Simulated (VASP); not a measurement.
Write the native input for VASP 6.6.1 that does the following.

- Task: single point
- Functional: PBEsol
- Potentials or basis: VASP PAW PBE potentials, release 64 (Ag)
- Cutoff: 520 eV
- k mesh: 10 × 10 × 10
- Occupations: gaussian, width 0.1 eV
- Spin: no spin polarisation
- Dipole correction: no
- Further INCAR settings: ALGO = Fast; EDIFF = 1e-06; NBANDS = 12

The structure of Ag lies in POSCAR:

```
Ag
1.0
   -1.6747186844      1.6747186844      1.5002383056
    1.6747186844     -1.6747186844      1.5002383056
    1.6747186844      1.6747186844     -1.5002383056
Ag
1
Direct
    0.0000000000      0.0000000000      0.0000000000
```

The input as run:

INCAR

```
ALGO     = Fast           # electronic algorithm
EDIFF    = 1E-6           # SCF threshold, eV
ENCUT    = 520            # plane-wave cutoff, eV
GGA      = PS             # functional
ISIF     = 2              # what is computed and relaxed
ISMEAR   = 0              # smearing method
LASPH    = T              # aspherical terms in the spheres
LCHARG   = T              # write CHGCAR
LELF     = T              # ELF
LREAL    = F              # projectors in reciprocal space
LVHAR    = T            
LWAVE    = F              # write WAVECAR
NBANDS   = 12             # bands
NELM     = 100            # most SCF steps
PREC     = Accurate       # precision mode
SIGMA    = 0.1            # smearing width, eV
```

KPOINTS

```
k-points
0
Gamma
  10 10 10
```

Potentials or basis: VASP PAW PBE potentials, release 64 (Ag).

Command:

```sh
$ cat potpaw_PBE.64/Ag/POTCAR > POTCAR
$ mpirun -np 1 vasp_std > vasp.out
```

Results of the run:

```
Pressure : -0.1 GPa
```

Caveat: the PAW data sets were made with another functional, which shifts forces and pressure a little.

Run time: 13 s on 1 thread of Intel(R) Xeon(R) Platinum 8259CL CPU @ 2.50GHz (Skylake/Cascade Lake), on a shared host, peak memory 0.15 GiB.
